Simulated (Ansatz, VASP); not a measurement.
Two plane-wave programs on TiO2

The input INCAR:

```
ALGO = Normal
EDIFF = 1E-6
ENCUT = 520
GGA = PE
ISIF = 2
ISMEAR = 0
LASPH = True
LCHARG = False
LREAL = False
LWAVE = False
NBANDS = 33
NELM = 100
PREC = Accurate
SIGMA = 0.05
```

KPOINTS

```
k-points
0
Gamma
  6 6 10
```

File POSCAR:

```
TiO2
1.0
    4.8601000000      0.0000000000      0.0000000000
    0.0000000000      4.8601000000      0.0000000000
    0.0000000000      0.0000000000      2.8848000000
Ti O
2 4
Direct
    0.0000000000      0.0000000000      0.0000000000
    0.5000000000      0.5000000000      0.5000000000
    0.3050970583      0.3050970583      0.0000000000
    0.1949029417      0.8050970583      0.5000000000
    0.6949029417      0.6949029417      0.0000000000
    0.8050970583      0.1949029417      0.5000000000
```

Input for Ansatz:

```yaml
crystal:
  lattice:
    - [4.8601, 0.0, 0.0]
    - [0.0, 4.8601, 0.0]
    - [0.0, 0.0, 2.8848]
  atoms:
    - { symbol: Ti, position: [0.0, 0.0, 0.0] }
    - { symbol: Ti, position: [0.5, 0.5, 0.5] }
    - { symbol: O, position: [0.3050970583, 0.3050970583, 0.0] }
    - { symbol: O, position: [0.1949029417, 0.8050970583, 0.5] }
    - { symbol: O, position: [0.6949029417, 0.6949029417, 0.0] }
    - { symbol: O, position: [0.8050970583, 0.1949029417, 0.5] }
basis:
  ecutwfc: 520.0
kpoints:
  mp_grid: { grid: [6, 6, 10] }
hamiltonian:
  xc: pbe
  pseudopotentials: { kind: paw, azcp: { folder: soft_1 } }
scf:
  occupations: { method: gaussian, width: 0.05 }
output:
  forces: true
  stress: true
  eigenvalues: true
```

Alike in both runs: task single point; functional PBE; k mesh 6 × 6 × 10; occupations gaussian, width 0.05 eV; no spin polarisation.

```csv
,VASP,Ansatz
version,VASP 6.6.1,Ansatz 0.2.0
potentials or method,"VASP PAW PBE potentials, release 64 (Ti_sv, O), cutoff 520 eV","scalar-relativistic, plane waves, PAW"
valence electrons in the cell,48,48
```

|  | VASP | Ansatz | Ansatz less VASP |
| --- | --- | --- | --- |
| gap on the k mesh at the Fermi level (eV) | 1.82 | 1.84 | +0.019 |
| least direct gap on the mesh (eV) | 1.83 | 1.85 | +0.018 |
| pressure (GPa) | -9.0 | -9.6 | -0.57 |
| traceless stress, the component that is largest in VASP (GPa) | 9.95 | 9.66 | -0.294 |
| rms of the force components (eV/Å) | 0.209 | 0.231 | +0.0220 |

Atom by atom the forces differ by 0.022 eV/Å (rms over components).
